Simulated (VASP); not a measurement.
# Ti in VASP: relaxation of the atoms with LDA

Aim: the relaxation of the atoms of Ti with LDA.

Program: VASP 6.6.1. These are calculated values, not measurements. Logs are shortened: lines on timing, memory, paths and dates and some standing lists are left out, and cuts for length are marked.

## 1. The cell of the first run

The cell holds a slab with vacuum, 4 atoms: a = 2.864 Å, b = 2.864 Å, c = 20.803 Å, α = 90.00°, β = 90.00°, γ = 120.00°.

## 2. Relaxation of the atoms, LDA

Input file INCAR:

```
SYSTEM = Ti
PREC = Accurate ; ENCUT = 520
EDIFF = 1E-6 ; ISMEAR = 0
SIGMA = 0.1 ; LREAL = .False.
LASPH = .True. ; NELM = 100
ALGO = Normal ; ISIF = 2
LWAVE = .False. ; LCHARG = .False.
LDIPOL = .True. ; IDIPOL = 3
DIPOL = 0.5 0.5 0.500 ; GGA = CA
IBRION = 2 ; NSW = 70
EDIFFG = -0.03
```

Input file KPOINTS:

```
Automatic mesh
0
Gamma
  12 12 1
  0 0 0
```

Input file POSCAR:

```
Ti
1.0
    2.8641158410      0.0000000000      0.0000000000
   -1.4320579205      2.4803970777      0.0000000000
    0.0000000000      0.0000000000     20.8030624348
Ti
4
Selective dynamics
Direct
    0.6666666667      0.3333333333      0.3364889195  F F F
    0.3333333333      0.6666666667      0.4454963065  F F F
    0.6666666667      0.3333333333      0.5545036935  T T T
    0.3333333333      0.6666666667      0.6635110805  T T T
```

Potentials or basis: VASP PAW LDA potentials, release 64 (Ti_sv).

Started as:

```console
> cat potpaw_LDA.64/Ti_sv/POTCAR > POTCAR
> mpirun -np 1 vasp_std > vasp.out
```

OUTCAR:

```text
SYSTEM = Ti
   PREC = Accurate
   ENCUT = 520
   EDIFF = 1E-6
   ISMEAR = 0
   LREAL = .False.
   LASPH = .True.
   NELM = 100
   ISIF = 2
   GGA = CA
   IBRION = 2
   NSW = 70
   EDIFFG = -0.03

 ion  position               nearest neighbor table
   1  0.667  0.333  0.336-   2 2.81   2 2.81   2 2.81
   2  0.333  0.667  0.445-   1 2.81   3 2.81   1 2.81   3 2.81   1 2.81   3 2.81
   3  0.667  0.333  0.555-   4 2.81   2 2.81   4 2.81   2 2.81   4 2.81   2 2.81
   4  0.333  0.667  0.664-   3 2.81   3 2.81   3 2.81

  LATTYP: Found a hexagonal cell.
 ALAT       =     2.8641158410
 C/A-ratio  =     7.2633453358

  Lattice vectors:

 A1 = (   2.8641158410,   0.0000000000,   0.0000000000)
 A2 = (  -1.4320579205,   2.4803970777,   0.0000000000)
 A3 = (   0.0000000000,   0.0000000000,  20.8030624348)

Analysis of symmetry for initial positions (statically):
=====================================================================
 Subroutine PRICEL returns:
 Original cell was already a primitive cell.

 Routine SETGRP: Setting up the symmetry group for a
 hexagonal supercell.

 Subroutine GETGRP returns: Found 12 space group operations
 (whereof 12 operations were pure point group operations)
 out of a pool of 24 trial point group operations.

The static configuration has the point symmetry D_3d.

Analysis of symmetry for dynamics (positions and initial velocities):
=====================================================================
 Subroutine PRICEL returns:
 Original cell was already a primitive cell.

 Routine SETGRP: Setting up the symmetry group for a
 hexagonal supercell.

 Subroutine GETGRP returns: Found 12 space group operations
 (whereof 12 operations were pure point group operations)
 out of a pool of 24 trial point group operations.

The dynamic configuration has the point symmetry D_3d.

Analysis of constrained symmetry for selective dynamics:
=====================================================================
 Subroutine PRICEL returns:
 Original cell was already a primitive cell.

 Routine SETGRP: Setting up the symmetry group for a
 hexagonal supercell.

 Subroutine GETGRP returns: Found  6 space group operations
 (whereof  6 operations were pure point group operations)
 out of a pool of 24 trial point group operations.

The constrained configuration has the point symmetry C_3v.

 Subroutine INISYM returns: Found  6 space group operations
 (whereof  6 operations are pure point group operations),
 and found     1 'primitive' translations

----------------------------------------------------------------------------------------

                                     Primitive cell

  volume of cell :     147.7880

  direct lattice vectors                    reciprocal lattice vectors
     2.864115841  0.000000000  0.000000000     0.349147889  0.201580628  0.000000000
    -1.432057920  2.480397078  0.000000000     0.000000000  0.403161256  0.000000000
     0.000000000  0.000000000 20.803062435     0.000000000  0.000000000  0.048069846

  length of vectors
     2.864115841  2.864115841 20.803062435     0.403161256  0.403161256  0.048069846

  position of ions in fractional coordinates (direct lattice)
     0.666666667  0.333333333  0.336488919
     0.333333333  0.666666667  0.445496306
     0.666666667  0.333333333  0.554503694
     0.333333333  0.666666667  0.663511081

  ion indices of the primitive-cell ions
   primitive index   ion index
                 1           1
                 2           2
                 3           3
                 4           4

----------------------------------------------------------------------------------------

 KPOINTS: Automatic mesh

Automatic generation of k-mesh.
 Grid dimensions read from file:
 generate k-points for:   12   12    1

 Generating k-lattice:

  Cartesian coordinates                     Fractional coordinates (reciprocal lattice)
     0.029095657  0.016798386  0.000000000     0.083333333 -0.000000000  0.000000000
     0.000000000  0.033596771  0.000000000     0.000000000  0.083333333  0.000000000
     0.000000000  0.000000000  0.048069846     0.000000000  0.000000000  1.000000000

  Length of vectors
     0.033596771  0.033596771  0.048069846

  Shift w.r.t. Gamma in fractional coordinates (k-lattice)
     0.000000000  0.000000000  0.000000000

 Subroutine IBZKPT returns following result:
 ===========================================

 Found     19 irreducible k-points:

 Following reciprocal coordinates:
            Coordinates               Weight
  0.000000  0.000000  0.000000      1.000000
  0.083333  0.000000  0.000000      6.000000
  0.166667  0.000000  0.000000      6.000000
  0.250000 -0.000000  0.000000      6.000000
  0.333333 -0.000000  0.000000      6.000000
  0.416667 -0.000000  0.000000      6.000000
[... 11 lines left out ...]
  0.333333  0.250000  0.000000     12.000000
  0.333333  0.333333  0.000000      2.000000
   k-points           NKPTS =     19   k-points in BZ     NKDIM =     19   number of bands    NBANDS=     28
   number of dos      NEDOS =    301   number of ions     NIONS =      4
   total plane-waves  NPLWV =  92160
   dimension x,y,z NGX =    24 NGY =   24 NGZ =  160
   dimension x,y,z NGXF=    48 NGYF=   48 NGZF=  320
   ions per type =               4
   NGX,Y,Z   is equivalent  to a cutoff of  13.93, 13.93, 12.79 a.u.
   NGXF,Y,Z  is equivalent  to a cutoff of  27.86, 27.86, 25.57 a.u.
 SYSTEM =  Ti
   PREC   = accura    normal or accurate (medium, high low for compatibility)
   ISTART =      0    job   : 0-new  1-cont  2-samecut
   ICHARG =      2    charge: 1-file 2-atom 10-const
   ISPIN  =      1    spin polarized calculation?
   LNONCOLLINEAR =      F non collinear calculations
   LSORBIT =      F    spin-orbit coupling
   LASPH  =      T    aspherical Exc in radial PAW
   ENCUT  =  520.0 eV  38.22 Ry    6.18 a.u.   5.33  5.33 38.68*2*pi/ulx,y,z
   NELM   =    100;   NELMIN=  2; NELMDL= -5     # of ELM steps
   EDIFF  = 0.1E-05   stopping-criterion for ELM
   LREAL  =      F    real-space projection
   EDIFFG = -.3E-01   stopping-criterion for IOM
   NSW    =     70    number of steps for IOM
   IBRION =      2    ionic relax: 0-MD 1-quasi-New 2-CG
   NFREE  =      1    steps in history (QN), initial steepest desc. (CG)
   ISIF   =      2    stress and relaxation
   ISYM   =      2    0-nonsym 1-usesym 2-fastsym
   POTIM  = 0.5000    time-step for ionic-motion
   TEBEG  =    0.0;   TEEND  =   0.0 temperature during run
   PSTRESS=    0.0 pullay stress
   NELECT =      48.0000    total number of electrons
   NUPDOWN=      -1.0000    fix difference up-down
   EMIN   =  10.00;   EMAX   =-10.00  energy-range for DOS
   EFERMI =   0.00;   METHOD = LEGACY
   ISMEAR =     0;   SIGMA  =   0.10  broadening in eV -4-tet -1-fermi 0-gaus
   EFERMI_NEDOS =   21; number of points for ismear=-14 and -15
   IALGO  =     38    algorithm
   IMIX   =      4    mixing-type and parameters
     AMIX     =   0.40;   BMIX     =  1.00
     AMIX_MAG =   1.60;   BMIX_MAG =  1.00
  volume/ion in A,a.u.               =      36.95       249.33
  Fermi-wavevector in a.u.,A,eV,Ry     =   1.125319  2.126544 17.229633  1.266342
  Thomas-Fermi vector in A             =   2.261995
   LORBIT       =      0    0 simple, 1 ext, 2 COOP (PROOUT), +10 PAW based schemes
   GGA     = CA    functional components
   LHFCALC =     F    Hartree Fock is set to
   AEXX    =    0.0000 exact exchange contribution
   IVDW    =     0    specifies the selected vdW correction
   LEPSILON=     F    determine dielectric tensor
   LRPA    =     F    only Hartree local field effects (RPA)
 conjugate gradient relaxation of ions
 non-spin polarized calculation
 Gauss-broadening in eV      SIGMA  =   0.10
  energy-cutoff  :      520.00
  volume of cell :      147.79
 maximum number of plane-waves:      4013
 NGX is ok and might be reduce to    24
   NGX = 11   NGY = 11   NGZ = 77

--------------------------------------- Ionic step        1  -------------------------------------------

 number of electron      48.0000012 magnetization

 Free energy of the ion-electron system (eV)
  ---------------------------------------------------
  ext. energy  EPLUGINS =         0.00000000
  ---------------------------------------------------
  free energy    TOTEN  =       -32.12303848 eV

  energy without entropy =      -32.07896770  energy(sigma->0) =      -32.10100309

------------------------ aborting loop because EDIFF is reached ----------------------------------------

  FORCE on cell =-STRESS in cart. coord.  units (eV):
  Direction    XX          YY          ZZ          XY          YZ          ZX
  --------------------------------------------------------------------------------------
  -------------------------------------------------------------------------------------
  Total       -2.0508908     -2.0508908     -2.0539568      0.0000000     -0.0000000     -0.0000000
  in kB      -22.2338188    -22.2338188    -22.2670571      0.0000000     -0.0000000     -0.0000000
  external PRESSURE =     -22.2448982 kB  Pullay stress =       0.0000000 kB
[... 57 lines left out ...]
  FREE ENERGIE OF THE ION-ELECTRON SYSTEM (eV)
  ---------------------------------------------------
  free  energy   TOTEN  =       -32.1573060353 eV

  energy  without entropy=      -32.1145141231  energy(sigma->0) =      -32.13591008

 dipolmoment           0.000000      0.000000      0.072193 electrons x Angstroem

--------------------------------------- Ionic step        3  -------------------------------------------

 number of electron      48.0000009 magnetization

------------------------ aborting loop because EDIFF is reached ----------------------------------------
[... 33 lines left out ...]
--------------------------------------- Ionic step        4  -------------------------------------------

 number of electron      48.0000010 magnetization

 dipolmoment           0.000000      0.000000     -0.003921 electrons x Angstroem

 Free energy of the ion-electron system (eV)
  ---------------------------------------------------
  ext. energy  EPLUGINS =         0.00000000
  ---------------------------------------------------
  free energy    TOTEN  =       -32.17788130 eV

  energy without entropy =      -32.13703714  energy(sigma->0) =      -32.15745922

 E-fermi :   1.3826     XC(G=0):  -6.3338

 val. band max:        1.3790197266   @ k =   0.4167   0.1667   0.0000
 cond. band min:       1.3959777932   @ k =   0.2500  -0.0000   0.0000
 fundamental gap:      0.0169580667
 Fermi energy:         1.3825810116

 k-point     1 :       0.0000    0.0000    0.0000
  band No.  band energies     occupation
      1     -54.7816      2.00000
      2     -54.7230      2.00000
      3     -54.5409      2.00000
      4     -54.4313      2.00000
      5     -31.6909      2.00000
      6     -31.5831      2.00000
[... 578 lines left out ...]
     27       1.5295      0.03777
     28       1.6468      0.00019

------------------------ aborting loop because EDIFF is reached ----------------------------------------

 vacuum level on the upper side and lower side of the slab       (xc-potential included)        -0.136        -0.127

  FORCE on cell =-STRESS in cart. coord.  units (eV):
  Direction    XX          YY          ZZ          XY          YZ          ZX
  --------------------------------------------------------------------------------------
  -------------------------------------------------------------------------------------
  Total       -1.5757380     -1.5757380     -1.5286061      0.0000000     -0.0000000      0.0000000
  in kB      -17.0826611    -17.0826611    -16.5717020      0.0000000     -0.0000000      0.0000000
  external PRESSURE =     -16.9123414 kB  Pullay stress =       0.0000000 kB
[... 19 lines left out ...]
  FREE ENERGIE OF THE ION-ELECTRON SYSTEM (eV)
  ---------------------------------------------------
  free  energy   TOTEN  =       -32.1778813033 eV

  energy  without entropy=      -32.1370371386  energy(sigma->0) =      -32.15745922

 reached required accuracy - stopping structural energy minimisation

 vacuum level on the upper side and lower side of the slab         5.995         5.998
```

It took 4.5 min on 1 thread of Intel Xeon Platinum 8375C at 2.90GHz (Ice Lake), shared host; peak memory 0.25 GiB.

What came out:

```
Free energy               : -32.1779 eV
Energy gained by relaxing : 13.7 meV/atom
Ionic steps               : 4
Band gap on the k mesh    : zero (bands 24 and 25 overlap by 0.94 eV)
```

The path:
```tsv
step	energy change (eV)	largest force on free atoms (eV/Å)	pressure (GPa)
1	0.0000	0.7415	-2.22
2	-0.0343	0.4822	-2.05
3	-0.0547	0.0602	-1.64
4	-0.0548	0.0168	-1.69
```

Final structure:
```
Ti
1.0
     2.86412    0.00000    0.00000
    -1.43206    2.48040    0.00000
     0.00000    0.00000   20.80306
Ti
4
Cartesian
  1.4321 0.8268 7.0000
  0.0000 1.6536 9.2677
  1.4321 0.8268 11.6218
  0.0000 1.6536 13.7394
```

Levels at points of the mesh, in eV from the Fermi level:
```
           k point  band 21  band 22  band 23  band 24  band 25  band 26  band 27  band 28
(0.00, 0.00, 0.00)    -0.31    -0.05     0.53     0.56     0.65     0.65     0.73     0.73
(0.50, 0.00, 0.00)    -1.55    -1.19    -0.74     0.10     0.63     0.71     1.18     1.31
```
